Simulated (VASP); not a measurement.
A run of VASP 6.6.1 is set up as follows.

Contents of INCAR:

```
SYSTEM = Ba4N
ALGO = Normal
EDIFF = 1E-7
EDIFFG = -0.01
ENCUT = 600
GGA = PE
IBRION = 2
ISIF = 3
ISMEAR = 0
LASPH = .TRUE.
LCHARG = .FALSE.
LREAL = .FALSE.
LWAVE = .FALSE.
NELM = 80
NSW = 100
PREC = Accurate
SIGMA = 0.1
```

Contents of KPOINTS:

```
k-points
0
G
  6 6 6
  0 0 0
```

File POSCAR:

```
Ba4N
1.0
    5.9010935050      0.0000000000      0.0000000000
    0.0000000000      5.9010935050      0.0000000000
    0.0000000000      0.0000000000      5.9010935050
Ba N
4 1
Direct
    0.0000000000      0.5000000000      0.5000000000
    0.5000000000      0.0000000000      0.5000000000
    0.5000000000      0.5000000000      0.0000000000
    0.0000000000      0.0000000000      0.0000000000
    0.5000000000      0.5000000000      0.5000000000
```

Potentials or basis: VASP PAW PBE potentials, release 64 (Ba_sv, N).

The run is started by

```console
$ cat potpaw_PBE.64/Ba_sv/POTCAR potpaw_PBE.64/N/POTCAR > POTCAR
$ mpirun -np 1 vasp_std > vasp.out
```

(1) What does it give for the relaxed cell?

(2) Estimate the space group after relaxing (to 0.1 Å).

Results:

(1) a = 5.958 Å, b = 5.958 Å, c = 5.958 Å, α = 90.00°, β = 90.00°, γ = 90.00°.

(2) Pm-3m (No. 221).
